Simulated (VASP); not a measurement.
Write the native input for VASP 6.6.1 that does the following.

```
Task                   : single point
Functional             : PBE
Potentials or basis    : VASP PAW PBE potentials, release 64 (Si, Pd, W_sv)
Cutoff                 : 520 eV
k mesh                 : 4 × 4 × 12
Occupations            : gaussian, width 0.1 eV
Spin                   : no spin polarisation
Dipole correction      : no
Further INCAR settings : ALGO = Fast; EDIFF = 1e-07; NBANDS = 57
```

The structure of Si5PdW lies in POSCAR:

```
Si5PdW
1.0
    5.5213365752     -6.2374233922      0.0000000000
    5.5213365752      6.2374233922      0.0000000000
    0.0000000000      0.0000000000      3.0752634404
Si Pd W
10 2 2
Direct
    0.5000000000      0.5000000000      0.0000000000
    0.6996248341      0.9410952603      0.0000000000
    0.9410952603      0.6996248341      0.0000000000
    0.0589047397      0.3003751659      0.0000000000
    0.3003751659      0.0589047397      0.0000000000
    0.0000000000      0.0000000000      0.0000000000
    0.4293598006      0.7949503373      0.0000000000
    0.2050496627      0.5706401994      0.0000000000
    0.5706401994      0.2050496627      0.0000000000
    0.7949503373      0.4293598006      0.0000000000
    0.3172874879      0.3172874879      0.5000000000
    0.6827125121      0.6827125121      0.5000000000
    0.8187673420      0.1812326580      0.5000000000
    0.1812326580      0.8187673420      0.5000000000
```

These files were run (other wordings do the same):

INCAR

```
SYSTEM = Si5PdW
PREC = Accurate
ENCUT = 520
EDIFF = 1E-7
ISMEAR = 0
SIGMA = 0.1
LREAL = .FALSE.
LASPH = .TRUE.
NELM = 60
ALGO = Fast
ISIF = 2
LWAVE = .FALSE.
LCHARG = .FALSE.
GGA = PE
NBANDS = 57
```

KPOINTS

```
Automatic mesh
0
G
  4 4 12
  0 0 0
```

Potentials or basis: VASP PAW PBE potentials, release 64 (Si, Pd, W_sv).

The run is started by

```bash
$ cat potpaw_PBE.64/Si/POTCAR potpaw_PBE.64/Pd/POTCAR potpaw_PBE.64/W_sv/POTCAR > POTCAR
$ mpirun -np 1 vasp_std > vasp.out
```

It gave:

```yaml
Pressure: 0.0 GPa
Largest_force: 0.012 eV/Å
Band_gap_on_the_k_mesh: zero (bands 44 and 45 overlap by 1.56 eV)
```

Caveat: spin-orbit coupling is left out, which moves the levels of the heavy elements.

Wall time 20 min on 1 thread of Oxide Virtual Turin-like Processor (shared host), peak memory 0.59 GiB.
